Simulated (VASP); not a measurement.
# Mn (Pm-3m) in VASP: notebook, part 2 of 2

VASP 6.6.1.

## Step 4: Single point, RPBE

This run uses another cell than the first one, of 12.21 Å³/atom, 0.991 times its volume.

INCAR

```
SYSTEM = Mn
PREC     = Accurate       ! precision mode
ENCUT    = 520            ! plane-wave cutoff, eV
EDIFF    = 1E-6           ! SCF threshold, eV
ISMEAR   = -1             ! smearing method
SIGMA    = 0.1            ! smearing width, eV
LREAL    = .False.        ! projectors in reciprocal space
LASPH    = .True.         ! aspherical terms in the spheres
NELM     = 100            ! most SCF steps
ALGO     = Normal         ! electronic algorithm
ISIF     = 2              ! what is computed and relaxed
LWAVE    = .False.        ! write WAVECAR
LCHARG   = .False.        ! write CHGCAR
GGA      = RP             ! functional
NBANDS   = 12             ! bands
```

KPOINTS

```
Automatic mesh
0
Gamma
  13 13 13
  0 0 0
```

POSCAR

```
Mn
1.0
    2.3024792817      0.0000000000      0.0000000000
    0.0000000000      2.3024792817      0.0000000000
    0.0000000000      0.0000000000      2.3024792817
Mn
1
Direct
    0.0000000000      0.0000000000      0.0000000000
```

Potentials or basis: VASP PAW PBE potentials, release 64 (Mn_pv).

Run with:

```sh
cat potpaw_PBE.64/Mn_pv/POTCAR > POTCAR
mpirun -np 1 vasp_std > vasp.out
```

OUTCAR:

```text
SYSTEM = Mn
   PREC = Accurate
   ENCUT = 520
   EDIFF = 1E-6
   ISMEAR = -1
   LREAL = .False.
   LASPH = .True.
   NELM = 100
   ISIF = 2
   GGA = RP

 ion  position               nearest neighbor table
   1  0.000  0.000  0.000-

  LATTYP: Found a simple cubic cell.
 ALAT       =     2.3024792817

  Lattice vectors:

 A1 = (   2.3024792817,   0.0000000000,   0.0000000000)
 A2 = (   0.0000000000,   2.3024792817,   0.0000000000)
 A3 = (   0.0000000000,   0.0000000000,   2.3024792817)

[... 529 lines left out ...]
      4       5.2744      2.00000
      5       6.6404      2.00000
      6       9.2528      1.01266
      7       9.5408      0.10891
      8       9.9126      0.00279
      9      11.3087      0.00000
     10      17.8354      0.00000
     11      23.7236      0.00000
     12      29.6977      0.00000

 [... further k-points ...]
[... 5 lines left out ...]
  --------------------------------------------------------------------------------------
  -------------------------------------------------------------------------------------
  Total        0.0170964      0.0170964      0.0170964      0.0000000     -0.0000000      0.0000000
  in kB        2.2440314      2.2440314      2.2440314      0.0000000     -0.0000000      0.0000000
  external PRESSURE =       2.2440314 kB  Pullay stress =       0.0000000 kB

 VOLUME and BASIS-vectors are now :
 -----------------------------------------------------------------------------
  energy-cutoff  :      520.00
  volume of cell :       12.21
      direct lattice vectors                 reciprocal lattice vectors
     2.302479282  0.000000000  0.000000000     0.434314440  0.000000000  0.000000000
     0.000000000  2.302479282  0.000000000     0.000000000  0.434314440  0.000000000
     0.000000000  0.000000000  2.302479282     0.000000000  0.000000000  0.434314440

 POSITION                                       TOTAL-FORCE (eV/Angst)
 -----------------------------------------------------------------------------------
      0.00000      0.00000      0.00000         0.000000      0.000000      0.000000
 -----------------------------------------------------------------------------------
    total drift:                                0.000000      0.000000      0.000000

  FREE ENERGIE OF THE ION-ELECTRON SYSTEM (eV)
  ---------------------------------------------------
  free  energy   TOTEN  =        -7.5487392778 eV

  energy  without entropy=       -7.4857711676  energy(sigma->0) =       -7.51725522
```

OSZICAR:

```text
N       E                     dE             d eps       ncg     rms          rms(c)
DAV:   1     0.845099594640E+02    0.84510E+02   -0.79228E+03  2040   0.138E+03
DAV:   2    -0.702301172993E+01   -0.91533E+02   -0.87627E+02  2076   0.315E+02
DAV:   3    -0.861061262488E+01   -0.15876E+01   -0.15817E+01  2196   0.493E+01
DAV:   4    -0.862174950880E+01   -0.11137E-01   -0.11136E-01  2200   0.398E+00
DAV:   5    -0.862191721899E+01   -0.16771E-03   -0.16771E-03  2176   0.483E-01    0.104E+01
DAV:   6    -0.760241082777E+01    0.10195E+01   -0.40621E+00  2116   0.349E+01    0.184E+00
DAV:   7    -0.755218151705E+01    0.50229E-01   -0.18998E-01  2128   0.759E+00    0.930E-01
DAV:   8    -0.754866523738E+01    0.35163E-02   -0.41111E-03  2112   0.788E-01    0.156E-01
DAV:   9    -0.754876125222E+01   -0.96015E-04   -0.56425E-04  2176   0.336E-01    0.282E-02
DAV:  10    -0.754873765613E+01    0.23596E-04   -0.13882E-05  2128   0.578E-02    0.515E-03
DAV:  11    -0.754873886251E+01   -0.12064E-05   -0.14227E-06  1580   0.216E-02    0.727E-04
DAV:  12    -0.754873927779E+01   -0.41528E-06   -0.66293E-08  1044   0.375E-03
   1 F= -.75487393E+01 E0= -.75172552E+01  d E =-.629681E-01
```

Wall time 11 s (1 thread of Intel Xeon Platinum 8259CL at 2.50GHz (Skylake/Cascade Lake), shared host); peak memory 0.12 GiB.

What came out:

```yaml
Free_energy: -7.5487 eV
Pressure: 0.2 GPa
```

Caveat: the PAW data sets were made with another functional, which shifts forces and pressure a little; the run has no spin polarisation, though such a crystal can be magnetic. Spin polarisation is off, so any magnetic state and its effect on volume and gap are missing.

## Step 5: Single point, RPBE (volume scaled by 0.88)

INCAR

```
SYSTEM = Mn
PREC     = Accurate       ! precision mode
ENCUT    = 520            ! plane-wave cutoff, eV
EDIFF    = 1E-7           ! SCF threshold, eV
ISMEAR   = -1             ! smearing method
SIGMA    = 0.1            ! smearing width, eV
LREAL    = .FALSE.        ! projectors in reciprocal space
LASPH    = .TRUE.         ! aspherical terms in the spheres
NELM     = 60             ! most SCF steps
ALGO     = Normal         ! electronic algorithm
ISIF     = 2              ! what is computed and relaxed
LWAVE    = .FALSE.        ! write WAVECAR
LCHARG   = .FALSE.        ! write CHGCAR
GGA      = RP             ! functional
NBANDS   = 12             ! bands
```

KPOINTS

```
regular mesh
0
G
  15 15 15
  0 0 0
```

POSCAR

```
Mn
1.0
    2.2064289902      0.0000000000      0.0000000000
    0.0000000000      2.2064289902      0.0000000000
    0.0000000000      0.0000000000      2.2064289902
Mn
1
Direct
    0.0000000000      0.0000000000      0.0000000000
```

Potentials or basis: VASP PAW PBE potentials, release 64 (Mn_pv).

Run with:

```sh
cat potpaw_PBE.64/Mn_pv/POTCAR > POTCAR
mpirun -np 1 vasp_std > vasp.out
```

OUTCAR:

```text
SYSTEM = Mn
   PREC = Accurate
   ENCUT = 520
   EDIFF = 1E-7
   ISMEAR = -1
   LREAL = .FALSE.
   LASPH = .TRUE.
   NELM = 60
   ISIF = 2
   GGA = RP

 ion  position               nearest neighbor table
   1  0.000  0.000  0.000-

  LATTYP: Found a simple cubic cell.
 ALAT       =     2.2064289902

  Lattice vectors:

 A1 = (   2.2064289902,   0.0000000000,   0.0000000000)
 A2 = (   0.0000000000,   2.2064289902,   0.0000000000)
 A3 = (   0.0000000000,   0.0000000000,   2.2064289902)

Analysis of symmetry for initial positions (statically):
=====================================================================
 Subroutine PRICEL returns:
 Original cell was already a primitive cell.

 Routine SETGRP: Setting up the symmetry group for a
 simple cubic supercell.

 Subroutine GETGRP returns: Found 48 space group operations
 (whereof 48 operations were pure point group operations)
 out of a pool of 48 trial point group operations.

The static configuration has the point symmetry O_h .

Analysis of symmetry for dynamics (positions and initial velocities):
=====================================================================
 Subroutine PRICEL returns:
 Original cell was already a primitive cell.

 Routine SETGRP: Setting up the symmetry group for a
 simple cubic supercell.

 Subroutine GETGRP returns: Found 48 space group operations
 (whereof 48 operations were pure point group operations)
 out of a pool of 48 trial point group operations.

The dynamic configuration has the point symmetry O_h .

 Subroutine INISYM returns: Found 48 space group operations
 (whereof 48 operations are pure point group operations),
 and found     1 'primitive' translations

----------------------------------------------------------------------------------------

                                     Primitive cell

[... 105 lines left out ...]
   IALGO  =     38    algorithm
   IMIX   =      4    mixing-type and parameters
     AMIX     =   0.40;   BMIX     =  1.00
     AMIX_MAG =   1.60;   BMIX_MAG =  1.00
  volume/ion in A,a.u.               =      10.74        72.49
  Fermi-wavevector in a.u.,A,eV,Ry     =   1.744614  3.296842 41.411748  3.043678
  Thomas-Fermi vector in A             =   2.816460
   LORBIT       =      0    0 simple, 1 ext, 2 COOP (PROOUT), +10 PAW based schemes
   GGA     = RP    functional components
   LHFCALC =     F    Hartree Fock is set to
   AEXX    =    0.0000 exact exchange contribution
   IVDW    =     0    specifies the selected vdW correction
   LEPSILON=     F    determine dielectric tensor
   LRPA    =     F    only Hartree local field effects (RPA)
 non-spin polarized calculation
  energy-cutoff  :      520.00
  volume of cell :       10.74
 maximum number of plane-waves:       298
   NGX =  9   NGY =  9   NGZ =  9

 number of electron      12.9999967 magnetization

 Free energy of the ion-electron system (eV)
  ---------------------------------------------------
  ext. energy  EPLUGINS =         0.00000000
  ---------------------------------------------------
  free energy    TOTEN  =        -7.41111547 eV

  energy without entropy =       -7.35747659  energy(sigma->0) =       -7.38429603

 E-fermi :  11.0489     XC(G=0): -13.7723

 val. band max:       11.0410197632   @ k =   0.3333   0.2000   0.0667
 cond. band min:      11.0510177399   @ k =   0.3333   0.1333   0.0667
 fundamental gap:      0.0099979767
 Fermi energy:        11.0488686456

 k-point     1 :       0.0000    0.0000    0.0000
  band No.  band energies     occupation
      1     -36.7119      2.00000
      2     -36.7119      2.00000
      3     -36.7119      2.00000
      4       2.5324      2.00000
      5       6.8301      2.00000
      6       6.8301      2.00000
      7      12.9516      0.00000
      8      12.9516      0.00000
      9      12.9516      0.00000
     10      32.7686      0.00000
     11      32.7686      0.00000
     12      32.7686      0.00000
[... 331 lines left out ...]
 k-point    24 :       0.3333    0.2000    0.0000
  band No.  band energies     occupation
      1     -37.5511      2.00000
      2     -37.0318      2.00000
      3     -36.5982      2.00000
      4       6.3475      2.00000
      5       7.9135      2.00000
      6       9.3015      2.00000
      7      11.4455      0.03717
      8      11.7396      0.00200
      9      12.3887      0.00000
     10      21.9705      0.00000
     11      29.3117      0.00000
     12      37.0059      0.00000

 [... further k-points ...]
[... 5 lines left out ...]
  --------------------------------------------------------------------------------------
  -------------------------------------------------------------------------------------
  Total        2.2542777      2.2542777      2.2542777     -0.0000000     -0.0000000      0.0000000
  in kB      336.2390386    336.2390386    336.2390386     -0.0000000     -0.0000000      0.0000000
  external PRESSURE =     336.2390386 kB  Pullay stress =       0.0000000 kB

 VOLUME and BASIS-vectors are now :
 -----------------------------------------------------------------------------
  energy-cutoff  :      520.00
  volume of cell :       10.74
      direct lattice vectors                 reciprocal lattice vectors
     2.206428990  0.000000000  0.000000000     0.453221021  0.000000000  0.000000000
     0.000000000  2.206428990  0.000000000     0.000000000  0.453221021  0.000000000
     0.000000000  0.000000000  2.206428990     0.000000000  0.000000000  0.453221021

 POSITION                                       TOTAL-FORCE (eV/Angst)
 -----------------------------------------------------------------------------------
      0.00000      0.00000      0.00000         0.000000      0.000000      0.000000
 -----------------------------------------------------------------------------------
    total drift:                               -0.000000     -0.000000      0.000000

  FREE ENERGIE OF THE ION-ELECTRON SYSTEM (eV)
  ---------------------------------------------------
  free  energy   TOTEN  =        -7.4111154689 eV

  energy  without entropy=       -7.3574765912  energy(sigma->0) =       -7.38429603
```

stdout:

```text
POSCAR found type information on POSCAR Mn
 POSCAR found :  1 types and       1 ions
 scaLAPACK will be used
 -----------------------------------------------------------------------------
|                                                                             |
|                                                                             |
|     You enforced a specific xc type in the INCAR file but a different       |
|     I HOPE YOU KNOW WHAT YOU ARE DOING!                                     |
|                                                                             |
 -----------------------------------------------------------------------------

 LDA part: xc-table for (Slater+PW92), standard interpolation
 POSCAR, INCAR and KPOINTS ok, starting setup
 FFT: planning ... GRIDC
 FFT: planning ... GRID_SOFT
 FFT: planning ... GRID
 WAVECAR not read
 entering main loop
```

Run time: 7.6 s. Hardware: 1 thread of Intel Xeon Platinum 8259CL at 2.50GHz (Skylake/Cascade Lake), shared host; peak memory 0.12 GiB.

What came out:

* Free energy: -7.4111 eV
* Pressure: 33.6 GPa

Caveat: the cell differs from its parent crystal (volume scaled by 0.88); the PAW data sets were made with another functional, which shifts forces and pressure a little; the run has no spin polarisation, though such a crystal can be magnetic. Spin polarisation is off, so any magnetic state and its effect on volume and gap are missing.

## Step 6: Single point, RPBE (volume scaled by 0.92)

INCAR

```
SYSTEM = Mn
  PREC = Accurate
  ENCUT = 520
  EDIFF = 1E-6
  ISMEAR = -1
  SIGMA = 0.1
  LREAL = .False.
  LASPH = .True.
  NELM = 100
  ALGO = Normal
  ISIF = 2
  LWAVE = .False.
  LCHARG = .False.
  GGA = RP
  NBANDS = 12
```

KPOINTS

```
regular mesh
0
Gamma
  15 15 15
  0 0 0
```

POSCAR

```
Mn
1.0
    2.2393656220      0.0000000000      0.0000000000
    0.0000000000      2.2393656220      0.0000000000
    0.0000000000      0.0000000000      2.2393656220
Mn
1
Direct
    0.0000000000      0.0000000000      0.0000000000
```

Potentials or basis: VASP PAW PBE potentials, release 64 (Mn_pv).

Run with:

```sh
cat potpaw_PBE.64/Mn_pv/POTCAR > POTCAR
mpirun -np 1 vasp_std > vasp.out
```

Run time: 13 s. Hardware: 1 thread of Intel Xeon Platinum 8259CL at 2.50GHz (Skylake/Cascade Lake), shared host; peak memory 0.12 GiB.

It converged, with:

```yaml
Free_energy: -7.4924 eV
Pressure: 20.0 GPa
```

Levels at points of the mesh, in eV from the Fermi level:
```tsv
k point	band 3	band 4	band 5	band 6	band 7	band 8	band 9	band 10
(0.00, 0.00, 0.00)	-47.78	-8.30	-3.98	-3.98	1.79	1.79	1.79	21.13
```

Caveat: the cell differs from its parent crystal (volume scaled by 0.92); the PAW data sets were made with another functional, which shifts forces and pressure a little; the run has no spin polarisation, though such a crystal can be magnetic. Spin polarisation is off, so any magnetic state and its effect on volume and gap are missing.

## Step 7: The runs side by side

```csv
task,spin,cell,k mesh,cutoff (eV),smearing,gap on the mesh (eV),pressure (GPa),moment (μB)
single point,"collinear, ferromagnetic start","a = 2.309 Å, 1 atom",13 × 13 × 13,520,fermi-dirac 0.05 eV,none,0.3,0.62
relaxation of cell and atoms,"collinear, ferromagnetic start","relaxed from a = 2.332 Å, 1 atom",13 × 13 × 13,600,fermi-dirac 0.05 eV,none,0.0,0.63
single point,off,"a = 2.302 Å, 1 atom",13 × 13 × 13,520,fermi-dirac 0.1 eV,none,0.2,-
single point,off,"a = 2.206 Å, 1 atom",15 × 15 × 15,520,fermi-dirac 0.1 eV,none,33.6,-
single point,off,"a = 2.239 Å, 1 atom",15 × 15 × 15,520,fermi-dirac 0.1 eV,none,20.0,-
```

Alike in all rows: level RPBE; potentials or basis VASP PAW PBE potentials, release 64 (Mn_pv).

Caveats: the PAW data sets were made with another functional, which shifts forces and pressure a little.

Absolute energies hang on the potentials; compare differences alone.
